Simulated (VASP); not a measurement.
# C11O in VASP: a series of runs, part 2 of 2

VASP 6.6.1. The steps go on from the part before.

## (3) Single point, PBE+D3(BJ)

Input file INCAR:

```
SYSTEM = C11O
PREC     = Accurate       ! precision mode
ENCUT    = 520            ! plane-wave cutoff, eV
EDIFF    = 1E-6           ! SCF threshold, eV
ISMEAR   = 0              ! smearing method
SIGMA    = 0.05           ! smearing width, eV
LREAL    = .FALSE.        ! projectors in reciprocal space
LASPH    = .TRUE.         ! aspherical terms in the spheres
NELM     = 60             ! most SCF steps
ALGO     = Normal         ! electronic algorithm
ISIF     = 2              ! what is computed and relaxed
LWAVE    = .FALSE.        ! write WAVECAR
LCHARG   = .FALSE.        ! write CHGCAR
LDIPOL   = .TRUE.       
IDIPOL   = 3            
DIPOL    = 0.5 0.5 0.319
GGA      = PE             ! functional
IVDW     = 12             ! dispersion correction
NBANDS   = 37             ! bands
```

Input file KPOINTS:

```
regular mesh
0
G
  8 7 1
  0 0 0
```

Input file POSCAR:

```
C11O
1.0
    3.6473242347      0.0000000000      0.0000000000
   -1.6658829406      3.9310150970      0.0000000000
    0.0000000000      0.0000000000     23.1809581692
C O
11 1
Direct
    0.5001799340      0.3333933113      0.1725554212
    0.4998200660      0.6666066887      0.1725554212
    0.5001799340      0.8333933113      0.2257231425
    0.4998200660      0.1666066887      0.2257231425
    0.5000212331      0.3353169669      0.2788716798
    0.4999787669      0.6646830331      0.2788716798
    0.5001286273      0.8366480408      0.3322552327
    0.4998713727      0.1633519592      0.3322552327
    0.4997623703      0.3544335274      0.3809574266
    0.5002376297      0.6455664726      0.3809574266
    0.9997623703      0.6044335274      0.5470420194
    0.9997623703      0.6044335274      0.4974323358
```

Potentials or basis: VASP PAW PBE potentials, release 64 (C, O).

Command:

```
$ cat potpaw_PBE.64/C/POTCAR potpaw_PBE.64/O/POTCAR > POTCAR
$ mpirun -np 1 vasp_std > vasp.out
```

OUTCAR:

```text
SYSTEM = C11O
   PREC = Accurate
   ENCUT = 520
   EDIFF = 1E-6
   ISMEAR = 0
   LREAL = .FALSE.
   LASPH = .TRUE.
   NELM = 60
   ISIF = 2
   GGA = PE
   IVDW = 12
 IVDW          = 12

 ion  position               nearest neighbor table
   1  0.500  0.333  0.173-   4 1.42   2 1.42
   2  0.500  0.667  0.173-   3 1.42   1 1.42
   3  0.500  0.833  0.226-   2 1.42   4 1.42   6 1.43
   4  0.500  0.167  0.226-   1 1.42   3 1.42   5 1.43
   5  0.500  0.335  0.279-   6 1.41   4 1.43   8 1.44
   6  0.500  0.665  0.279-   5 1.41   3 1.43   7 1.44
   7  0.500  0.837  0.332-  10 1.39   8 1.40   6 1.44
   8  0.500  0.163  0.332-   9 1.39   7 1.40   5 1.44
   9  0.500  0.354  0.381-  10 1.24   8 1.39
  10  0.500  0.646  0.381-   9 1.24   7 1.39
  11  1.000  0.604  0.547-  12 1.15
  12  1.000  0.604  0.497-  11 1.15

  LATTYP: Found a simple monoclinic cell.
 ALAT       =     3.6473242347
 B/A-ratio  =     6.3556066523
 C/A-ratio  =     1.1705653965
 COS(beta)  =    -0.3901884655

  Lattice vectors:

 A1 = (   3.6473242347,   0.0000000000,   0.0000000000)
 A2 = (   0.0000000000,   0.0000000000, -23.1809581692)
 A3 = (  -1.6658829406,   3.9310150970,   0.0000000000)

Analysis of symmetry for initial positions (statically):
=====================================================================
 Subroutine PRICEL returns:
 Original cell was already a primitive cell.

 Routine SETGRP: Setting up the symmetry group for a
 simple monoclinic supercell.

 Subroutine GETGRP returns: Found  1 space group operations
 (whereof  1 operations were pure point group operations)
 out of a pool of  4 trial point group operations.

The static configuration has the point symmetry C_1 .

Analysis of symmetry for dynamics (positions and initial velocities):
=====================================================================
[... 167 lines left out ...]

 dipolmoment           0.000000      0.000000      0.011520 electrons x Angstroem

 number of electron      50.0000002 magnetization

 dipolmoment           0.000000      0.000000     -0.055639 electrons x Angstroem

 Free energy of the ion-electron system (eV)
  ---------------------------------------------------
  ext. energy  EPLUGINS =         0.00000000
  ---------------------------------------------------
  free energy    TOTEN  =       -97.25716770 eV

  energy without entropy =      -97.25401410  energy(sigma->0) =      -97.25559090

 E-fermi :  -2.8531     XC(G=0):  -4.3800

 val. band max:       -2.8564419676   @ k =  -0.1250   0.4286   0.0000
 cond. band min:      -2.7908196508   @ k =  -0.2500   0.4286   0.0000
 fundamental gap:      0.0656223168
 Fermi energy:        -2.8531208148

 k-point     1 :       0.0000    0.0000    0.0000
  band No.  band energies     occupation
      1     -26.7725      2.00000
      2     -21.5667      2.00000
      3     -19.7203      2.00000
      4     -17.0118      2.00000
      5     -16.1474      2.00000
      6     -15.5453      2.00000
[... 949 lines left out ...]
     36       5.2658      0.00000
     37       5.4960      0.00000

 [... further k-points ...]

------------------------ aborting loop because EDIFF is reached ----------------------------------------

 vacuum level on the upper side and lower side of the slab       (xc-potential included)        -0.351         0.336

 Edisp (eV)   -1.30082

 E8    (eV) :    -0.3801

  FORCE on cell =-STRESS in cart. coord.  units (eV):
  Direction    XX          YY          ZZ          XY          YZ          ZX
  --------------------------------------------------------------------------------------
  -------------------------------------------------------------------------------------
  Total       0.19554    -1.52783    -3.21208     0.62110     0.05328     0.06878
  in kB       0.94260    -7.36504   -15.48411     2.99409     0.25682     0.33158
  external pressure =       -7.30 kB  Pullay stress =        0.00 kB

 VOLUME and BASIS-vectors are now :
 -----------------------------------------------------------------------------
  energy-cutoff  :      520.00
  volume of cell :      332.36
      direct lattice vectors                 reciprocal lattice vectors
     3.647324235  0.000000000  0.000000000     0.274173596  0.116189102  0.000000000
    -1.665882941  3.931015097  0.000000000     0.000000000  0.254387219  0.000000000
     0.000000000  0.000000000 23.180958169     0.000000000  0.000000000  0.043138855

 POSITION                                       TOTAL-FORCE (eV/Angst)
 -----------------------------------------------------------------------------------
      1.26892      1.31057      4.00000        -2.625921      6.143962      1.136219
      0.71252      2.62044      4.00000         2.625713     -6.144388      1.136690
      0.43598      3.27608      5.23248        -0.157828      0.382704     -1.175892
      1.54546      0.65493      5.23248         0.158366     -0.380866     -1.175791
      1.26514      1.31814      6.46451         0.007684     -0.005755     -0.002721
      0.71630      2.61288      6.46451        -0.004150      0.002555     -0.001180
      0.43037      3.28888      7.70199        -0.015995      0.006753      0.021339
      1.55107      0.64214      7.70199         0.007881     -0.000270      0.009755
      1.23235      1.39328      8.83096        -0.001687     -0.087406     -0.001471
      0.74909      2.53773      8.83096        -0.020115      0.060776     -0.039000
      2.63954      2.37604     12.68096        -0.002586     -0.001969     -0.700423
      2.63954      2.37604     11.53096         0.028636      0.023905      0.792474
 -----------------------------------------------------------------------------------
    total drift:                               -0.000376     -0.000141     -0.000656

  FREE ENERGIE OF THE ION-ELECTRON SYSTEM (eV)
  ---------------------------------------------------
  free  energy   TOTEN  =       -98.5579877448 eV

  energy  without entropy=      -98.5548341448  energy(sigma->0) =      -98.55641094

 vacuum level on the upper side and lower side of the slab         2.976         3.679
```

Wall time 4.7 min (1 thread of Intel Xeon 6975P-C (Granite Rapids), shared host); peak memory 0.54 GiB.

What came out:

- Free energy: -98.5580 eV
- Largest force: 6.778 eV/Å
- Band gap on the k mesh: zero (bands 25 and 26 overlap by 0.74 eV)
- Dispersion energy per atom: -0.108 eV

Forces in eV/Å, atoms in the order of the input:
```
C   -2.626  6.144  1.136
C    2.626 -6.144  1.137
C   -0.158  0.383 -1.176
C    0.158 -0.381 -1.176
C    0.008 -0.006 -0.003
C   -0.004  0.003 -0.001
C   -0.016  0.007  0.021
C    0.008  0.000  0.010
C   -0.002 -0.087 -0.001
C   -0.020  0.061 -0.039
C   -0.003 -0.002 -0.700
O    0.029  0.024  0.792
```

Levels at points of the mesh, in eV from the Fermi level:
```csv
k point,band 22,band 23,band 24,band 25,band 26,band 27,band 28,band 29
"(0.00, 0.00, 0.00)",-1.46,-1.38,-1.32,0.63,0.69,1.27,1.75,2.23
"(0.50, 0.00, 0.00)",-1.75,-1.07,-0.75,0.10,1.12,1.30,1.94,2.08
```

## (4) Single point, PBE+D3(BJ)

Input file INCAR:

```
SYSTEM = C11O
ALGO = Normal ; DIPOL = 0.5 0.5 0.319
EDIFF = 1E-6 ; ENCUT = 520
GGA = PE ; IDIPOL = 3
ISIF = 2 ; ISMEAR = 0
IVDW = 12 ; LASPH = .True.
LCHARG = .False. ; LDIPOL = .True.
LREAL = .False. ; LWAVE = .False.
NBANDS = 37 ; NELM = 60
PREC = Accurate ; SIGMA = 0.05
```

Input file KPOINTS:

```
k-points
0
Gamma
  8 7 1
  0 0 0
```

Edit POSCAR of step 3 so:

```diff
@@ -18,3 +18,3 @@
     0.5002376297      0.6455664726      0.3809574266
-    0.9997623703      0.6044335274      0.5470420194
-    0.9997623703      0.6044335274      0.4974323358
+    1.2497623703      0.3544335274      0.5470420194
+    1.2497623703      0.3544335274      0.4974323358
```

Command:

```
$ cat potpaw_PBE.64/C/POTCAR potpaw_PBE.64/O/POTCAR > POTCAR
$ mpirun -np 1 vasp_std > vasp.out
```

It took 5 min on 1 thread of Intel Xeon 6975P-C (Granite Rapids), shared host; peak memory 0.55 GiB.

Results (log left out):

```yaml
Free_energy: -98.4797 eV
Largest_force: 6.775 eV/Å
Band_gap_on_the_k_mesh: zero (bands 25 and 26 overlap by 0.74 eV)
Dispersion_energy_per_atom: -0.108 eV
```

Forces on the atoms (eV/Å):
```
C   -2.624  6.143  1.135
C    2.626 -6.141  1.135
C   -0.162  0.377 -1.176
C    0.158 -0.383 -1.176
C   -0.001 -0.003 -0.005
C   -0.013  0.010 -0.009
C    0.022 -0.012 -0.010
C    0.009 -0.008  0.015
C    0.098 -0.030 -0.180
C    0.001  0.134 -0.079
C    0.015  0.009 -0.663
O   -0.127 -0.095  1.013
```

Levels at points of the mesh, in eV from the Fermi level:
```tsv
k point	band 21	band 22	band 23	band 24	band 25	band 26	band 27	band 28	band 29	band 30
(0.00, 0.00, 0.00)	-1.96	-1.45	-1.38	-1.32	0.63	0.69	1.27	1.75	2.22	3.32
(0.50, 0.00, 0.00)	-2.72	-1.69	-1.07	-0.75	0.09	1.12	1.30	1.94	2.06	2.42
```

## (5) Single point, PBE+D3(BJ)

Input file INCAR:

```
ALGO     = Normal         # electronic algorithm
DIPOL    = 0.5 0.5 0.319
EDIFF    = 1E-6           # SCF threshold, eV
ENCUT    = 520            # plane-wave cutoff, eV
GGA      = PE             # functional
IDIPOL   = 3            
ISIF     = 2              # what is computed and relaxed
ISMEAR   = 0              # smearing method
IVDW     = 12             # dispersion correction
LASPH    = T              # aspherical terms in the spheres
LCHARG   = F              # write CHGCAR
LDIPOL   = T            
LREAL    = F              # projectors in reciprocal space
LWAVE    = F              # write WAVECAR
NBANDS   = 37             # bands
NELM     = 60             # most SCF steps
PREC     = Accurate       # precision mode
SIGMA    = 0.05           # smearing width, eV
```

Input file KPOINTS:

```
k-points
0
Gamma
  8 7 1
```

Edit POSCAR of step 4 so:

```diff
@@ -18,3 +18,3 @@
     0.5002376297      0.6455664726      0.3809574266
-    1.2497623703      0.3544335274      0.5470420194
-    1.2497623703      0.3544335274      0.4974323358
+    0.9997623703      1.1044335274      0.5470420194
+    0.9997623703      1.1044335274      0.4974323358
```

Command:

```
$ cat potpaw_PBE.64/C/POTCAR potpaw_PBE.64/O/POTCAR > POTCAR
$ mpirun -np 1 vasp_std > vasp.out
```

It took 6 min on 1 thread of Intel Xeon 6975P-C (Granite Rapids), shared host; peak memory 0.54 GiB.

Results (log left out):

| Item | Value |
| --- | --- |
| Free energy | -98.5790 eV |
| Largest force | 6.771 eV/Å |
| Band gap on the k mesh | zero (bands 25 and 26 overlap by 0.73 eV) |
| Dispersion energy per atom | -0.108 eV |

Forces on the atoms (eV/Å):
```
C   -2.625  6.138  1.135
C    2.625 -6.137  1.135
C   -0.163  0.380 -1.174
C    0.163 -0.382 -1.175
C    0.004 -0.004  0.003
C   -0.008  0.008  0.001
C    0.004  0.019  0.013
C    0.004 -0.027  0.025
C    0.045 -0.018 -0.016
C   -0.029  0.047  0.024
C    0.002  0.002 -0.713
O   -0.024 -0.025  0.742
```

Levels at points of the mesh, in eV from the Fermi level:
| k point | band 23 | band 24 | band 25 | band 26 | band 27 | band 28 |
| --- | --- | --- | --- | --- | --- | --- |
| (0.00, 0.00, 0.00) | -1.38 | -1.33 | 0.62 | 0.68 | 1.26 | 1.75 |
| (0.50, 0.00, 0.00) | -1.07 | -0.76 | 0.08 | 1.12 | 1.29 | 1.93 |

## (6) Single point, PBE+D3(BJ)

Input file INCAR:

```
  PREC = Accurate
  ENCUT = 520
  EDIFF = 1E-7
  ISMEAR = 0
  SIGMA = 0.05
  LREAL = F
  LASPH = T
  NELM = 100
  ALGO = Normal
  ISIF = 2
  LWAVE = F
  LCHARG = T
  LDIPOL = T
  IDIPOL = 3
  DIPOL = 0.5 0.5 0.319
  GGA = PE
  IVDW = 12
  LELF = T
  LVHAR = T
  LVACPOTAV = T
  NBANDS = 37
```

Input file KPOINTS:

```
Automatic mesh
0
Gamma
  8 7 1
```

Edit POSCAR of step 5 so:

```diff
@@ -18,3 +18,3 @@
     0.5002376297      0.6455664726      0.3809574266
-    0.9997623703      1.1044335274      0.5470420194
-    0.9997623703      1.1044335274      0.4974323358
+    1.2497623703      0.8544335274      0.5470420194
+    1.2497623703      0.8544335274      0.4974323358
```

Potentials or basis: VASP PAW PBE potentials, release 64 (C, O).

Command:

```
$ cat potpaw_PBE.64/C/POTCAR potpaw_PBE.64/O/POTCAR > POTCAR
$ mpirun -np 1 vasp_std > vasp.out
```

It took 4.9 min on 1 thread of Intel Xeon 6975P-C (Granite Rapids), shared host; peak memory 0.52 GiB.

The run converged. Its results:

- Free energy: -98.5749 eV
- Largest force: 6.775 eV/Å
- Band gap on the k mesh: zero (bands 25 and 26 overlap by 0.72 eV)
- Dispersion energy per atom: -0.108 eV

Forces in eV/Å, atoms in the order of the input:
```
C   -2.626  6.141  1.135
C    2.626 -6.141  1.135
C   -0.163  0.385 -1.174
C    0.161 -0.383 -1.175
C    0.008 -0.012  0.001
C   -0.007  0.002  0.004
C   -0.018  0.037  0.033
C    0.012 -0.016  0.009
C    0.014 -0.021  0.037
C    0.024 -0.007 -0.050
C    0.004 -0.001 -0.707
O   -0.036  0.015  0.751
```

Levels at points of the mesh, in eV from the Fermi level:
| k point | band 21 | band 22 | band 23 | band 24 | band 25 | band 26 | band 27 | band 28 | band 29 | band 30 |
| --- | --- | --- | --- | --- | --- | --- | --- | --- | --- | --- |
| (0.00, 0.00, 0.00) | -2.01 | -1.47 | -1.38 | -1.34 | 0.62 | 0.67 | 1.26 | 1.74 | 2.21 | 3.30 |
| (0.50, 0.00, 0.00) | -2.74 | -1.74 | -1.08 | -0.76 | 0.07 | 1.11 | 1.29 | 1.93 | 2.03 | 2.40 |

## (7) Overview

```csv
cell,gap on the mesh (eV),largest force (eV/Å)
"as given, atomic positions A",none,6.77
"as given, atomic positions B",none,6.78
"as given, atomic positions C",none,6.78
"as given, atomic positions D",none,6.77
```

Alike in all rows: task single point; level PBE+D3(BJ); potentials or basis VASP PAW PBE potentials, release 64 (C, O); no spin polarisation; k mesh 8 × 7 × 1; cutoff (eV) 520; smearing gaussian 0.05 eV.

Absolute energies hang on the potentials; compare differences alone.

The gap in the log of VASP goes by the Fermi energy; the results here count the filled bands.